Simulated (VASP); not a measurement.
Wanted: the native input for a VASP 6.6.1 run.

* Task: single point
* Functional: LDA
* Potentials or basis: VASP PAW LDA potentials, release 64 (B, N)
* Cutoff: 600 eV
* k mesh: 8 × 8 × 8
* Occupations: gaussian, width 0.02 eV
* Spin: no spin polarisation
* Dipole correction: no
* Further INCAR settings: ALGO = Normal; EDIFF = 1e-06; NBANDS = 11

The structure of BN lies in POSCAR:

```
BN
1.0
    0.0000000000      1.7910000000      1.7910000000
    1.7910000000      0.0000000000      1.7910000000
    1.7910000000      1.7910000000      0.0000000000
B N
1 1
Direct
    0.0000000000      0.0000000000      0.0000000000
    0.2500000000      0.2500000000      0.2500000000
```

This cell differs from its parent crystal: volume scaled by 1.000 of the coarse rest volume.

The input as run:

INCAR

```
ALGO     = Normal         # electronic algorithm
EDIFF    = 1E-6           # SCF threshold, eV
ENCUT    = 600            # plane-wave cutoff, eV
GGA_COMPAT= False        
ISIF     = 2              # what is computed and relaxed
ISMEAR   = 0              # smearing method
LASPH    = True           # aspherical terms in the spheres
LCHARG   = False          # write CHGCAR
LREAL    = False          # projectors in reciprocal space
LWAVE    = False          # write WAVECAR
NBANDS   = 11             # bands
NELM     = 120            # most SCF steps
PREC     = Accurate       # precision mode
SIGMA    = 0.02           # smearing width, eV
```

KPOINTS

```
k-points
0
Gamma
  8 8 8
```

Potentials or basis: VASP PAW LDA potentials, release 64 (B, N).

The run is started by

```console
$ cat potpaw_LDA.64/B/POTCAR potpaw_LDA.64/N/POTCAR > POTCAR
$ mpirun -np 1 vasp_std > vasp.out
```

Results of the run:

| Property | Result |
| --- | --- |
| Pressure | 0.3 GPa |
| Band gap on the k mesh | 4.38 eV, indirect (least direct gap 8.81 eV) |

Wall time 6.5 s on 1 thread of Intel Xeon 8259CL (shared host), peak memory 0.11 GiB.
